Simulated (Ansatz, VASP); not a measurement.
**MgO in VASP and in Ansatz**

The input INCAR:

```
ALGO = Normal
EDIFF = 1E-6
ENCUT = 520
GGA = PS
ISIF = 2
ISMEAR = 0
LASPH = True
LCHARG = False
LREAL = False
LWAVE = False
NBANDS = 26
NELM = 80
PREC = Accurate
SIGMA = 0.05
```

File KPOINTS:

```
k-points
0
Gamma
  9 9 4
```

File POSCAR:

```
MgO
1.0
    3.2553371795      0.0000000000      0.0000000000
   -1.6276685897      2.8192046953      0.0000000000
    0.0000000000      0.0000000000     10.4149514991
Mg O
4 4
Direct
    0.3333333333      0.6666666667      0.9695963559
    0.0000000000      0.0000000000      0.2209473890
    0.0000000000      0.0000000000      0.7209473890
    0.6666666667      0.3333333333      0.4695963559
    0.3333333333      0.6666666667      0.7799156657
   -0.0399344193      0.0000000000      0.5045746589
    0.0000000000      0.0000000000      0.0295387694
    0.6666666667      0.3333333333      0.2799156657
```

Input for Ansatz:

```yaml
crystal:
  lattice:
    - [3.2553371795, 0.0, 0.0]
    - [-1.6276685897, 2.8192046953, 0.0]
    - [0.0, 0.0, 10.4149514991]
  atoms:
    - { symbol: Mg, position: [0.3333333333, 0.6666666667, 0.9695963559] }
    - { symbol: Mg, position: [0.0, 0.0, 0.220947389] }
    - { symbol: Mg, position: [0.0, 0.0, 0.720947389] }
    - { symbol: Mg, position: [0.6666666667, 0.3333333333, 0.4695963559] }
    - { symbol: O, position: [0.3333333333, 0.6666666667, 0.7799156657] }
    - { symbol: O, position: [-0.0399344193, 0.0, 0.5045746589] }
    - { symbol: O, position: [0.0, 0.0, 0.0295387694] }
    - { symbol: O, position: [0.6666666667, 0.3333333333, 0.2799156657] }
basis:
  ecutwfc: 420
kpoints:
  mp_grid: { grid: [9, 9, 4] }
hamiltonian:
  xc: pbesol
  pseudopotentials: { kind: paw, azcp: { folder: soft_1 } }
scf:
  occupations: { method: gaussian, width: 0.05 }
output:
  forces: true
  stress: true
  eigenvalues: true
```

Alike in both runs: task single point; functional PBEsol; k mesh 9 × 9 × 4; occupations gaussian, width 0.05 eV; no spin polarisation.

```csv
,VASP,Ansatz
version,VASP 6.6.1,Ansatz 0.2.0
potentials or method,"VASP PAW PBE potentials, release 64 (Mg, O), cutoff 520 eV","scalar-relativistic, plane waves, PAW"
valence electrons in the cell,32,64
```

```tsv
	VASP	Ansatz	Ansatz less VASP
gap on the k mesh at the Fermi level (eV)	2.64	2.66	+0.019
least direct gap on the mesh (eV)	2.64	2.66	+0.019
pressure (GPa)	1.2	1.4	+0.21
traceless stress, the component that is largest in VASP (GPa)	-3.30	-3.25	+0.050
rms of the force components (eV/Å)	0.900	0.883	-0.0170
```

VASP's potentials were made for PBE, not for PBEsol, and Ansatz warns of the same on its side. Atom by atom the forces differ by 0.018 eV/Å (rms over components). With one functional, cell and mesh, what is left measures potentials, basis and numerics. VASP's potentials hold 32 valence electrons a cell and Ansatz's 64, so a difference there can come from the potentials and not from the codes.
